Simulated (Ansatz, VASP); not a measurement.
# One calculation of Sr, two programs

File INCAR:

```
  ALGO = Fast
  EDIFF = 1E-7
  EDIFFG = -0.005
  ENCUT = 600
  GGA = PE
  IBRION = 2
  ISIF = 3
  ISMEAR = 0
  LASPH = True
  LCHARG = False
  LREAL = False
  LWAVE = False
  NELM = 60
  NSW = 100
  PREC = Accurate
  SIGMA = 0.1
```

File KPOINTS:

```
k-points
0
Gamma
  12 12 12
```

POSCAR

```
Sr
1.0
   -2.4250000000      2.4250000000      2.4250000000
    2.4250000000     -2.4250000000      2.4250000000
    2.4250000000      2.4250000000     -2.4250000000
Sr
1
Direct
    0.0000000000      0.0000000000      0.0000000000
```

Input for Ansatz:

```yaml
crystal:
  lattice:
    - [-2.425, 2.425, 2.425]
    - [2.425, -2.425, 2.425]
    - [2.425, 2.425, -2.425]
  atoms:
    - { symbol: Sr, position: [0.0, 0.0, 0.0] }
basis:
  ecutwfc: 420
kpoints:
  mp_grid: { grid: [12, 12, 12] }
hamiltonian:
  xc: pbe
scf:
  occupations: { method: gaussian, width: 0.1 }
output:
  forces: true
  stress: true
  eigenvalues: true
relax:
  adjacent_minimum: "off"
  f_tol: 0.005
  max_steps: 80
  cell: { stress_tol: 0.05 }
```

Alike in both runs: task relaxation of cell and atoms; functional PBE; k mesh 12 × 12 × 12; occupations gaussian, width 0.1 eV; no spin polarisation.

|  | VASP | Ansatz |
| --- | --- | --- |
| version | VASP 6.6.1 | Ansatz 0.2.0 |
| potentials or method | VASP PAW PBE potentials, release 64 (Sr_sv), cutoff 600 eV | scalar-relativistic, plane waves, PAW |
| valence electrons in the cell | 10 | 10 |

Ansatz gave:

```
gap on the k mesh at the Fermi level, each at its own relaxed structure (eV) : none
relaxed volume (Å³/atom)                                                     : 53.60
relaxed length of the cell vector where the two differ most in proportion (Å)              : 4.114
```

**Question.** What did VASP give for the same quantities?

**Answer.** gap on the k mesh at the Fermi level, each at its own relaxed structure (eV): none; relaxed volume (Å³/atom): 53.91; relaxed length of the cell vector where the two differ most in proportion (Å): 4.122.

A gap of «none» marks a metal or a gap that the smearing closes.
